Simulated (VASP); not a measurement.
# Al (Cmcm) in VASP: notebook, part 2 of 2

VASP 6.6.1.

## (3) Single point, PBE (mode 1 frozen in at +0.000 Å and mode 5 at -0.031 Å (largest displacements))

INCAR reads:

```
SYSTEM = Al
ALGO = Fast ; EDIFF = 1E-7
ENCUT = 520 ; GGA = PE
ISIF = 2 ; ISMEAR = 0
LASPH = .TRUE. ; LCHARG = .FALSE.
LREAL = .FALSE. ; LWAVE = .FALSE.
NBANDS = 10 ; NELM = 100
PREC = Accurate ; SIGMA = 0.15
```

KPOINTS reads:

```
k-points
0
G
  20 20 12
  0 0 0
```

POSCAR reads:

```
Al
1.0
   -1.6175102401      1.6175102401      1.6175102401
    1.6175102401     -1.6175102401      1.6175102401
    3.2350204801      3.2350204801      0.0000000000
Al
2
Direct
   -0.0095208053     -0.0095208053      0.0000000000
    0.5095208053      0.5095208053      0.5000000000
```

Potentials or basis: VASP PAW PBE potentials, release 64 (Al).

Started as:

```sh
$ cat potpaw_PBE.64/Al/POTCAR > POTCAR
$ mpirun -np 1 vasp_std > vasp.out
```

OUTCAR:

```text
SYSTEM = Al
   EDIFF = 1E-7
   ENCUT = 520
   GGA = PE
   ISIF = 2
   ISMEAR = 0
   LASPH = .TRUE.
   LREAL = .FALSE.
   NELM = 100
   PREC = Accurate

 ion  position               nearest neighbor table
   1  0.990  0.990  0.000-   2 2.77   2 2.77   2 2.84   2 2.84   2 3.24   2 3.24   2 3.24   2 3.24

   2  0.510  0.510  0.500-   1 2.77   1 2.77   1 2.84   1 2.84   1 3.24   1 3.24   1 3.24   1 3.24

  LATTYP: Found a base centered orthorhombic cell.
 ALAT       =     3.2350204802
 B/A-ratio  =     1.4142135624
 C/A-ratio  =     1.4142135623

  Lattice vectors:

 A1 = (  -1.6175102401,   1.6175102401,   1.6175102401)
 A2 = (   1.6175102401,  -1.6175102401,   1.6175102401)
 A3 = (   3.2350204801,   3.2350204801,   0.0000000000)

Analysis of symmetry for initial positions (statically):
=====================================================================
 Subroutine PRICEL returns:
 Original cell was already a primitive cell.

 Routine SETGRP: Setting up the symmetry group for a
 base centered orthorhombic supercell.

 Subroutine GETGRP returns: Found  8 space group operations
 (whereof  4 operations were pure point group operations)
 out of a pool of  8 trial point group operations.

The static configuration has the point symmetry C_2v.
 The point group associated with its full space group is D_2h.

Analysis of symmetry for dynamics (positions and initial velocities):
=====================================================================
 Subroutine PRICEL returns:
 Original cell was already a primitive cell.

 Routine SETGRP: Setting up the symmetry group for a
 base centered orthorhombic supercell.

 Subroutine GETGRP returns: Found  8 space group operations
 (whereof  4 operations were pure point group operations)
 out of a pool of  8 trial point group operations.

The dynamic configuration has the point symmetry C_2v.
 The point group associated with its full space group is D_2h.

 Subroutine INISYM returns: Found  8 space group operations
 (whereof  4 operations are pure point group operations),
 and found     1 'primitive' translations
[... 117 lines left out ...]
  Fermi-wavevector in a.u.,A,eV,Ry     =   0.919563  1.737722 11.505037  0.845596
  Thomas-Fermi vector in A             =   2.044771
   LORBIT       =      0    0 simple, 1 ext, 2 COOP (PROOUT), +10 PAW based schemes
   GGA     = PE    functional components
   LHFCALC =     F    Hartree Fock is set to
   AEXX    =    0.0000 exact exchange contribution
   IVDW    =     0    specifies the selected vdW correction
   LEPSILON=     F    determine dielectric tensor
   LRPA    =     F    only Hartree local field effects (RPA)
 non-spin polarized calculation
 RMM-DIIS sequential band-by-band and
 Gauss-broadening in eV      SIGMA  =   0.15
  energy-cutoff  :      520.00
  volume of cell :       33.86
 maximum number of plane-waves:       928
 NGX is ok and might be reduce to    24
   NGX = 11   NGY = 11   NGZ = 17

 number of electron       6.0000000 magnetization

 Free energy of the ion-electron system (eV)
  ---------------------------------------------------
  ext. energy  EPLUGINS =         0.00000000
  ---------------------------------------------------
  free energy    TOTEN  =        -7.30132829 eV

  energy without entropy =       -7.29184440  energy(sigma->0) =       -7.29658635

 E-fermi :   7.7244     XC(G=0): -10.1085

 val. band max:        7.7166883776   @ k =   0.3500   0.2500   0.0833
 cond. band min:       7.7246378403   @ k =  -0.3000   0.1500   0.1667
 fundamental gap:      0.0079494627
 Fermi energy:         7.7244036753

 k-point     1 :       0.0000    0.0000    0.0000
  band No.  band energies     occupation
      1      -3.2185      2.00000
      2       3.5122      2.00000
      3       3.9044      2.00000
      4      15.7085      0.00000
      5      15.9506      0.00000
      6      17.5263      0.00000
      7      18.9136      0.00000
      8      20.8521      0.00000
      9      20.8584      0.00000
     10      20.8636      0.00000
[... 287 lines left out ...]
 k-point    24 :      -0.3500    0.0500    0.0000
  band No.  band energies     occupation
      1      -0.8316      2.00000
      2       5.7479      2.00000
      3       5.7502      2.00000
      4       6.5247      2.00000
      5      12.3215      0.00000
      6      12.7732      0.00000
      7      15.1365      0.00000
      8      16.4079      0.00000
      9      21.6530      0.00000
     10      21.6560      0.00000

 [... further k-points ...]
[... 5 lines left out ...]
  --------------------------------------------------------------------------------------
  -------------------------------------------------------------------------------------
  Total        0.0078300      0.0078300     -0.0000609     -0.0129427      0.0000000      0.0000000
  in kB        0.3705439      0.3705439     -0.0028800     -0.6124978      0.0000000      0.0000000
  external PRESSURE =       0.2460692 kB  Pullay stress =       0.0000000 kB

 VOLUME and BASIS-vectors are now :
 -----------------------------------------------------------------------------
  energy-cutoff  :      520.00
  volume of cell :       33.86
      direct lattice vectors                 reciprocal lattice vectors
    -1.617510240  1.617510240  1.617510240    -0.154558527  0.154558527  0.309117054
     1.617510240 -1.617510240  1.617510240     0.154558527 -0.154558527  0.309117054
     3.235020480  3.235020480  0.000000000     0.154558527  0.154558527  0.000000000

 POSITION                                       TOTAL-FORCE (eV/Angst)
 -----------------------------------------------------------------------------------
      0.00000      0.00000      3.20422        -0.000000     -0.000000      0.121293
      1.61751      1.61751      1.64831         0.000000      0.000000     -0.121293
 -----------------------------------------------------------------------------------
    total drift:                               -0.000000     -0.000000     -0.000000

  FREE ENERGIE OF THE ION-ELECTRON SYSTEM (eV)
  ---------------------------------------------------
  free  energy   TOTEN  =        -7.3013282918 eV

  energy  without entropy=       -7.2918444049  energy(sigma->0) =       -7.29658635
```

stdout:

```text
POSCAR found type information on POSCAR Al
 POSCAR found :  1 types and       2 ions
 scaLAPACK will be used
 LDA part: xc-table for (Slater+PW92), standard interpolation
 POSCAR, INCAR and KPOINTS ok, starting setup
 FFT: planning ... GRIDC
 FFT: planning ... GRID_SOFT
 FFT: planning ... GRID
 WAVECAR not read
 entering main loop
```

Run time: 2 min. Hardware: 1 thread of Intel Xeon Platinum 8488C (Sapphire Rapids), shared host; peak memory 0.32 GiB.

What came out:

| Item | Value |
| --- | --- |
| Free energy | -7.3013 eV |
| Pressure | 0.0 GPa |
| Largest force | 0.121 eV/Å |
| Band gap on the k mesh | zero (band 3 reaches 12.73 eV, above the bottom of band 4 at 3.91 eV) |

Forces on the atoms (eV/Å):
```
Al   0.000  0.000  0.121
Al   0.000  0.000 -0.121
```

Caveat: the cell differs from its parent crystal (mode 1 frozen in at +0.000 Å and mode 5 at -0.031 Å (largest displacements)).
